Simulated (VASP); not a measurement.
# Fe2Pt (P-3m1) in VASP: a series of runs

The runs below take Fe2Pt through single point, with PBE.

All numbers are computed with VASP 6.6.1; they aren't measurements. Logs are shortened: lines on timing, memory, paths and dates and some standing lists are left out, and cuts for length are marked.

## Step 1: The cell of the first run

It takes space group P-3m1 (No. 164, trigonal). Conventional cell: a = 2.618 Å, b = 2.618 Å, c = 6.277 Å, α = 90.00°, β = 90.00°, γ = 120.00°. Within 3.1 Å of Fe (site symmetry 3m) lie 9 Fe at 2.36 to 2.62 Å and 3 Pt at 2.69 Å. Within 3.5 Å of Pt (site symmetry -3m) lie 6 Pt at 2.62 Å and 6 Fe at 2.69 Å.

## Step 2: Single point, PBE, collinear spin, ferromagnetic start

INCAR reads:

```
SYSTEM = Fe2Pt
ALGO     = Normal         ! electronic algorithm
EDIFF    = 1E-7           ! SCF threshold, eV
ENCUT    = 520            ! plane-wave cutoff, eV
GGA      = PE             ! functional
ISIF     = 2              ! what is computed and relaxed
ISMEAR   = -1             ! smearing method
ISPIN    = 2              ! spin polarisation
LASPH    = .TRUE.         ! aspherical terms in the spheres
LCHARG   = .FALSE.        ! write CHGCAR
LMAXMIX  = 4              ! l up to which the mixer works
LORBIT   = 11             ! projections on sites
LREAL    = .FALSE.        ! projectors in reciprocal space
LWAVE    = .FALSE.        ! write WAVECAR
MAGMOM   = 4.5 4.5 0      ! initial moments
NBANDS   = 24             ! bands
NELM     = 150            ! most SCF steps
PREC     = Accurate       ! precision mode
SIGMA    = 0.1            ! smearing width, eV
```

KPOINTS reads:

```
k-points
0
G
  14 14 5
  0 0 0
```

POSCAR reads:

```
Fe2Pt
1.0
    2.6176000000      0.0000000000      0.0000000000
   -1.3088000000      2.2669080000      0.0000000000
    0.0000000000      0.0000000000      6.2768510000
Fe Pt
2 1
Direct
    0.3333333333      0.6666666667      0.6445400000
    0.6666666667      0.3333333333      0.3554600000
    0.0000000000      0.0000000000      0.0000000000
```

Potentials or basis: VASP PAW PBE potentials, release 64 (Fe, Pt).

On the command line:

```sh
$ cat potpaw_PBE.64/Fe/POTCAR potpaw_PBE.64/Pt/POTCAR > POTCAR
$ mpirun -np 1 vasp_std > vasp.out
```

OUTCAR:

```text
SYSTEM = Fe2Pt
   EDIFF = 1E-7
   ENCUT = 520
   GGA = PE
   ISIF = 2
   ISMEAR = -1
   ISPIN = 2
   LASPH = .TRUE.
   LORBIT = 11
   LREAL = .FALSE.
   NELM = 150
   PREC = Accurate

 ion  position               nearest neighbor table
   1  0.333  0.667  0.645-   2 2.36   2 2.36   2 2.36   3 2.69   3 2.69   3 2.69
   2  0.667  0.333  0.355-   1 2.36   1 2.36   1 2.36   3 2.69   3 2.69   3 2.69
   3  0.000  0.000  0.000-   1 2.69   2 2.69   2 2.69   1 2.69   2 2.69   1 2.69

  LATTYP: Found a hexagonal cell.
 ALAT       =     2.6176000000
 C/A-ratio  =     2.3979412439

  Lattice vectors:

 A1 = (   2.6176000000,   0.0000000000,   0.0000000000)
 A2 = (  -1.3088000000,   2.2669080000,   0.0000000000)
 A3 = (   0.0000000000,   0.0000000000,   6.2768510000)

Analysis of symmetry for initial positions (statically):
=====================================================================
 Subroutine PRICEL returns:
 Original cell was already a primitive cell.

 Routine SETGRP: Setting up the symmetry group for a
 hexagonal supercell.

 Subroutine GETGRP returns: Found 12 space group operations
 (whereof 12 operations were pure point group operations)
 out of a pool of 24 trial point group operations.

The static configuration has the point symmetry D_3d.

Analysis of symmetry for dynamics (positions and initial velocities):
=====================================================================
 Subroutine PRICEL returns:
 Original cell was already a primitive cell.

 Routine SETGRP: Setting up the symmetry group for a
 hexagonal supercell.

 Subroutine GETGRP returns: Found 12 space group operations
 (whereof 12 operations were pure point group operations)
 out of a pool of 24 trial point group operations.

The dynamic configuration has the point symmetry D_3d.

Analysis of structural, dynamic, and magnetic symmetry:
=====================================================================
 Subroutine PRICEL returns:
 Original cell was already a primitive cell.

 Routine SETGRP: Setting up the symmetry group for a
 hexagonal supercell.

 Subroutine GETGRP returns: Found 12 space group operations
 (whereof 12 operations were pure point group operations)
 out of a pool of 24 trial point group operations.

The overall configuration has the point symmetry D_3d.

 Subroutine INISYM returns: Found 12 space group operations
 (whereof 12 operations are pure point group operations),
 and found     1 'primitive' translations

----------------------------------------------------------------------------------------

                                     Primitive cell

  volume of cell :      37.2459

  direct lattice vectors                    reciprocal lattice vectors
     2.617600000  0.000000000  0.000000000     0.382029340  0.220564752  0.000000000
    -1.308800000  2.266908000  0.000000000     0.000000000  0.441129503  0.000000000
     0.000000000  0.000000000  6.276851000     0.000000000  0.000000000  0.159315555

  length of vectors
     2.617600000  2.617599916  6.276851000     0.441129489  0.441129503  0.159315555

  position of ions in fractional coordinates (direct lattice)
     0.333333333  0.666666667  0.644540000
     0.666666667  0.333333333  0.355460000
     0.000000000  0.000000000  0.000000000

  ion indices of the primitive-cell ions
   primitive index   ion index
                 1           1
                 2           2
                 3           3

----------------------------------------------------------------------------------------

 KPOINTS: k-points

Automatic generation of k-mesh.
 Grid dimensions read from file:
 generate k-points for:   14   14    5

 Generating k-lattice:

  Cartesian coordinates                     Fractional coordinates (reciprocal lattice)
     0.027287810  0.015754625  0.000000000     0.071428571  0.000000000  0.000000000
     0.000000000  0.031509250  0.000000000     0.000000000  0.071428571  0.000000000
     0.000000000  0.000000000  0.031863111     0.000000000  0.000000000  0.200000000

  Length of vectors
     0.031509249  0.031509250  0.031863111

  Shift w.r.t. Gamma in fractional coordinates (k-lattice)
     0.000000000  0.000000000  0.000000000

 Subroutine IBZKPT returns following result:
 ===========================================

 Found    104 irreducible k-points:

 Following reciprocal coordinates:
            Coordinates               Weight
  0.000000  0.000000  0.000000      1.000000
  0.071429  0.000000  0.000000      6.000000
  0.142857  0.000000  0.000000      6.000000
  0.214286  0.000000  0.000000      6.000000
  0.285714  0.000000  0.000000      6.000000
  0.357143  0.000000  0.000000      6.000000
[... 16 lines left out ...]
  0.285714  0.285714  0.000000      6.000000
  0.357143  0.285714  0.000000      6.000000
 [... further k-points ...]
   k-points           NKPTS =    104   k-points in BZ     NKDIM =    104   number of bands    NBANDS=     24
   number of dos      NEDOS =    301   number of ions     NIONS =      3
   total plane-waves  NPLWV =  19200
   dimension x,y,z NGX =    20 NGY =   20 NGZ =   48
   dimension x,y,z NGXF=    40 NGYF=   40 NGZF=   96
   ions per type =               2   1
   NGX,Y,Z   is equivalent  to a cutoff of  12.70, 12.70, 12.71 a.u.
   NGXF,Y,Z  is equivalent  to a cutoff of  25.40, 25.40, 25.43 a.u.
 SYSTEM =  Fe2Pt
   PREC   = accura    normal or accurate (medium, high low for compatibility)
   ISTART =      0    job   : 0-new  1-cont  2-samecut
   ICHARG =      2    charge: 1-file 2-atom 10-const
   ISPIN  =      2    spin polarized calculation?
   LNONCOLLINEAR =      F non collinear calculations
   LSORBIT =      F    spin-orbit coupling
   LASPH  =      T    aspherical Exc in radial PAW
   ENCUT  =  520.0 eV  38.22 Ry    6.18 a.u.   4.87  4.87 11.67*2*pi/ulx,y,z
   NELM   =    150;   NELMIN=  2; NELMDL= -5     # of ELM steps
   EDIFF  = 0.1E-06   stopping-criterion for ELM
   LREAL  =      F    real-space projection
   EDIFFG = 0.1E-05   stopping-criterion for IOM
   NSW    =      0    number of steps for IOM
   IBRION =     -1    ionic relax: 0-MD 1-quasi-New 2-CG
   NFREE  =      0    steps in history (QN), initial steepest desc. (CG)
   ISIF   =      2    stress and relaxation
   ISYM   =      2    0-nonsym 1-usesym 2-fastsym
   POTIM  = 0.5000    time-step for ionic-motion
   TEBEG  =    0.0;   TEEND  =   0.0 temperature during run
   PSTRESS=    0.0 pullay stress
   NELECT =      26.0000    total number of electrons
   NUPDOWN=      -1.0000    fix difference up-down
   EMIN   =  10.00;   EMAX   =-10.00  energy-range for DOS
   EFERMI =   0.00;   METHOD = LEGACY
   ISMEAR =    -1;   SIGMA  =   0.10  broadening in eV -4-tet -1-fermi 0-gaus
   EFERMI_NEDOS =   21; number of points for ismear=-14 and -15
   IALGO  =     38    algorithm
   IMIX   =      4    mixing-type and parameters
     AMIX     =   0.40;   BMIX     =  1.00
     AMIX_MAG =   1.60;   BMIX_MAG =  1.00
  volume/ion in A,a.u.               =      12.42        83.78
  Fermi-wavevector in a.u.,A,eV,Ry     =   1.452244  2.744343 28.694862  2.109013
  Thomas-Fermi vector in A             =   2.569648
   LORBIT       =     11    0 simple, 1 ext, 2 COOP (PROOUT), +10 PAW based schemes
   GGA     = PE    functional components
   LHFCALC =     F    Hartree Fock is set to
   AEXX    =    0.0000 exact exchange contribution
   IVDW    =     0    specifies the selected vdW correction
   LEPSILON=     F    determine dielectric tensor
   LRPA    =     F    only Hartree local field effects (RPA)
 spin polarized calculation
  energy-cutoff  :      520.00
  volume of cell :       37.25
 maximum number of plane-waves:      1022
   NGX =  9   NGY =  9   NGZ = 23

 number of electron      26.0000010 magnetization       5.4706358

 Free energy of the ion-electron system (eV)
  ---------------------------------------------------
  ext. energy  EPLUGINS =         0.00000000
  ---------------------------------------------------
  free energy    TOTEN  =       -22.37680323 eV

  energy without entropy =      -22.24951793  energy(sigma->0) =      -22.31316058

 E-fermi :   8.5881     XC(G=0): -13.3131

 val. band max:        8.5877773869   @ k =   0.0000   0.0714   0.2000
 cond. band min:       8.5883565897   @ k =   0.0000   0.0714   0.4000
 fundamental gap:      0.0005792028
 Fermi energy:         8.5881105451

 spin component 1

 k-point     1 :       0.0000    0.0000    0.0000
  band No.  band energies     occupation
      1      -1.5123      1.00000
      2       1.0542      1.00000
      3       2.9978      1.00000
      4       4.3224      1.00000
      5       4.3224      1.00000
      6       4.9080      1.00000
[... 16 lines left out ...]
     23      28.7332      0.00000
     24      30.7125      0.00000
[... 598 lines left out ...]
      2       3.2064      1.00000
      3       3.5066      1.00000
      4       3.8541      1.00000
      5       3.9772      1.00000
      6       4.3097      1.00000
[... 16 lines left out ...]
     23      20.1479      0.00000
     24      20.2354      0.00000

 [... further k-points ...]

 spin component 2

 k-point     1 :       0.0000    0.0000    0.0000
  band No.  band energies     occupation
      1      -1.3880      1.00000
      2       1.3122      1.00000
      3       3.8121      1.00000
      4       4.5153      1.00000
      5       4.5153      1.00000
      6       5.2828      1.00000
[... 16 lines left out ...]
     23      28.6108      0.00000
     24      31.1761      0.00000
[... 598 lines left out ...]
      2       3.4632      1.00000
      3       3.9894      1.00000
      4       4.3575      1.00000
      5       4.5810      1.00000
      6       6.0676      1.00000
[... 16 lines left out ...]
     23      20.9820      0.00000
     24      20.9885      0.00000

 [... further k-points ...]

------------------------ aborting loop because EDIFF is reached ----------------------------------------

  FORCE on cell =-STRESS in cart. coord.  units (eV):
  Direction    XX          YY          ZZ          XY          YZ          ZX
  --------------------------------------------------------------------------------------
  -------------------------------------------------------------------------------------
  Total        6.0439685      6.0439679      2.5122482      0.0000000      0.0000000      0.0000000
  in kB      259.9882827    259.9882604    108.0672578      0.0000000      0.0000000      0.0000000
  external PRESSURE =     209.3479336 kB  Pullay stress =       0.0000000 kB

 VOLUME and BASIS-vectors are now :
 -----------------------------------------------------------------------------
  energy-cutoff  :      520.00
  volume of cell :       37.25
      direct lattice vectors                 reciprocal lattice vectors
     2.617600000  0.000000000  0.000000000     0.382029340  0.220564752  0.000000000
    -1.308800000  2.266908000  0.000000000     0.000000000  0.441129503  0.000000000
     0.000000000  0.000000000  6.276851000     0.000000000  0.000000000  0.159315555

 POSITION                                       TOTAL-FORCE (eV/Angst)
 -----------------------------------------------------------------------------------
     -0.00000      1.51127      4.04568        -0.000000      0.000000      0.912406
      1.30880      0.75564      2.23117        -0.000000     -0.000000     -0.912406
      0.00000      0.00000      0.00000         0.000000      0.000000     -0.000000
 -----------------------------------------------------------------------------------
    total drift:                                0.000000     -0.000000      0.000000

  FREE ENERGIE OF THE ION-ELECTRON SYSTEM (eV)
  ---------------------------------------------------
  free  energy   TOTEN  =       -22.3768032307 eV

  energy  without entropy=      -22.2495179268  energy(sigma->0) =      -22.31316058

 total charge

# of ion       s       p       d       tot
------------------------------------------
    1        0.481   0.524   6.245   7.250
    2        0.481   0.524   6.245   7.250
    3        0.747   0.766   8.087   9.600
--------------------------------------------------
tot          1.710   1.813  20.578  24.100

 magnetization (x)

# of ion       s       p       d       tot
------------------------------------------
    1       -0.012  -0.025   2.626   2.589
    2       -0.012  -0.025   2.626   2.589
    3       -0.012  -0.033   0.267   0.222
--------------------------------------------------
tot         -0.037  -0.083   5.520   5.400
```

Run time: 5.7 min. Hardware: 1 thread of Intel Xeon 8259CL, shared host; peak memory 0.27 GiB.

Results:

- Free energy: -22.3768 eV
- Pressure: 20.9 GPa
- Largest force: 0.912 eV/Å
- Net moment: 5.47 μB per cell
- Site moments: Fe +2.59; Pt +0.22 μB
- Valence electrons inside the program's atomic spheres: Fe 7.25; Pt 9.60

Forces in eV/Å, atoms in the order of the input:
```
Fe   0.000  0.000  0.912
Fe   0.000  0.000 -0.912
Pt   0.000  0.000  0.000
```

Stress tensor (GPa, compression positive):
```
26.00  0.00  0.00
 0.00 26.00  0.00
 0.00  0.00 10.81
```

Levels at points of the mesh, in eV from the Fermi level:
Spin up:
| k point | band 14 | band 15 | band 16 | band 17 | band 18 | band 19 |
| --- | --- | --- | --- | --- | --- | --- |
| (0.00, 0.00, 0.00) | -1.59 | -1.05 | -1.05 | -0.77 | -0.77 | 10.62 |
| (0.50, 0.00, 0.00) | -0.17 | 0.49 | 1.47 | 2.18 | 2.29 | 6.76 |
Spin down:
| k point | band 8 | band 9 | band 10 | band 11 | band 12 | band 13 |
| --- | --- | --- | --- | --- | --- | --- |
| (0.00, 0.00, 0.00) | -1.53 | -1.50 | -0.22 | -0.22 | 0.03 | 0.03 |
| (0.50, 0.00, 0.00) | -1.42 | -0.35 | -0.04 | 0.65 | 1.97 | 2.05 |

Caveat: the stress differs along the axes, from 11 to 26 GPa; spin-orbit coupling is left out, which moves the levels of the heavy elements.

## Step 3: Single point, PBE, collinear spin, ferromagnetic start

INCAR reads:

```
ALGO     = Normal         # electronic algorithm
EDIFF    = 1E-7           # SCF threshold, eV
ENCUT    = 520            # plane-wave cutoff, eV
GGA      = PE             # functional
ISIF     = 2              # what is computed and relaxed
ISMEAR   = -1             # smearing method
ISPIN    = 2              # spin polarisation
LASPH    = True           # aspherical terms in the spheres
LCHARG   = True           # write CHGCAR
LELF     = True           # ELF
LMAXMIX  = 4              # l up to which the mixer works
LORBIT   = 11             # projections on sites
LREAL    = False          # projectors in reciprocal space
LVHAR    = True         
LWAVE    = False          # write WAVECAR
MAGMOM   = 4.5 4.5 0      # initial moments
NBANDS   = 24             # bands
NELM     = 150            # most SCF steps
PREC     = Accurate       # precision mode
SIGMA    = 0.1            # smearing width, eV
```

KPOINTS reads:

```
k-points
0
Gamma
  14 14 5
```

POSCAR is that of step 2.

Potentials or basis: VASP PAW PBE potentials, release 64 (Fe, Pt).

On the command line:

```sh
$ cat potpaw_PBE.64/Fe/POTCAR potpaw_PBE.64/Pt/POTCAR > POTCAR
$ mpirun -np 1 vasp_std > vasp.out
```

Wall time 5.7 min (1 thread of Intel Xeon 8259CL, shared host); peak memory 0.27 GiB.

Results (log left out):

| Quantity | Value |
| --- | --- |
| Free energy | -22.3768 eV |
| Pressure | 20.9 GPa |
| Largest force | 0.912 eV/Å |
| Net moment | 5.47 μB per cell |
| Site moments | Fe +2.59; Pt +0.22 μB |
| Valence electrons inside the program's atomic spheres | Fe 7.25; Pt 9.60 |

Forces on the atoms (eV/Å):
```
Fe   0.000  0.000  0.912
Fe   0.000  0.000 -0.912
Pt   0.000  0.000  0.000
```

Stress tensor (GPa, compression positive):
```
26.00  0.00  0.00
 0.00 26.00  0.00
 0.00  0.00 10.81
```

Levels at points of the mesh, in eV from the Fermi level:
Spin up:
| k point | band 12 | band 13 | band 14 | band 15 | band 16 | band 17 | band 18 | band 19 | band 20 | band 21 |
| --- | --- | --- | --- | --- | --- | --- | --- | --- | --- | --- |
| (0.00, 0.00, 0.00) | -1.91 | -1.59 | -1.59 | -1.05 | -1.05 | -0.77 | -0.77 | 10.62 | 11.04 | 15.60 |
| (0.50, 0.00, 0.00) | -0.81 | -0.29 | -0.17 | 0.49 | 1.47 | 2.18 | 2.29 | 6.76 | 7.26 | 9.82 |
Spin down:
```csv
k point,band 7,band 8,band 9,band 10,band 11,band 12,band 13,band 14
"(0.00, 0.00, 0.00)",-1.53,-1.53,-1.50,-0.22,-0.22,0.03,0.03,0.44
"(0.50, 0.00, 0.00)",-1.95,-1.42,-0.35,-0.04,0.65,1.97,2.05,2.11
```

Caveat: the stress differs along the axes, from 11 to 26 GPa; spin-orbit coupling is left out, which moves the levels of the heavy elements.
